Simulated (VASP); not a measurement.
The system is AlTlS3.

```
Al Tl S
1.0
     3.07543    1.77560    3.77831
    -3.07543    1.77560    3.77831
     0.00000   -3.55120    3.77831
Al Tl S
1 1 3
Direct
  0.50000 0.50000 0.50000
  0.00000 0.00000 0.00000
  0.50000 0.50000 0.00000
  0.00000 0.50000 0.50000
  0.50000 0.00000 0.50000
```

The cell was built from a structure type or drawn by symmetry, and may not be a known phase.

* Program: VASP 6.6.1
* Task: relaxation of cell and atoms
* Functional: PBE
* Potentials or basis: VASP PAW PBE potentials, release 64 (Al, Tl_d, S)
* Cutoff: 600 eV
* k mesh: 6 × 6 × 6
* Occupations: gaussian, width 0.1 eV
* Spin: no spin polarisation

At the start: pressure -3.0 GPa; volume 24.76 Å³/atom.

Question: How do energy, volume and symmetry change on relaxing?

Answer: Over 9 steps the energy falls by 254.9 meV/atom and the volume is 21.54 Å³/atom (-13.0 %); space group R-3m (No. 166, to 0.1 Å) before and after.

Step by step:
```tsv
step	energy change (eV)	largest force (eV/Å)	pressure (GPa)	volume (Å³)
1	0.0000	0.0000	-2.97	123.79
2	-0.6996	0.0000	-1.80	115.39
3	-0.6299	0.0000	13.87	90.53
4	-1.1750	0.0000	3.01	102.80
5	-1.2551	0.0000	-0.32	108.54
6	-1.2558	0.0000	-0.69	109.30
7	-1.2558	0.0000	-0.64	109.17
8	-1.2668	0.0000	-0.38	108.54
9	-1.2743	0.0000	-0.04	107.70
```

Final structure:
```yaml
crystal:
  lattice:
    - [3.29348, 1.90149, 2.86623]
    - [-3.29348, 1.90149, 2.86623]
    - [0.00000, -3.80298, 2.86623]
  atoms:
    - { symbol: Al, position: [0.50000, 0.50000, 0.50000] }
    - { symbol: Tl, position: [0.00000, 0.00000, 0.00000] }
    - { symbol: S, position: [0.50000, 0.50000, 0.00000] }
    - { symbol: S, position: [0.00000, 0.50000, 0.50000] }
    - { symbol: S, position: [0.50000, 0.00000, 0.50000] }
```
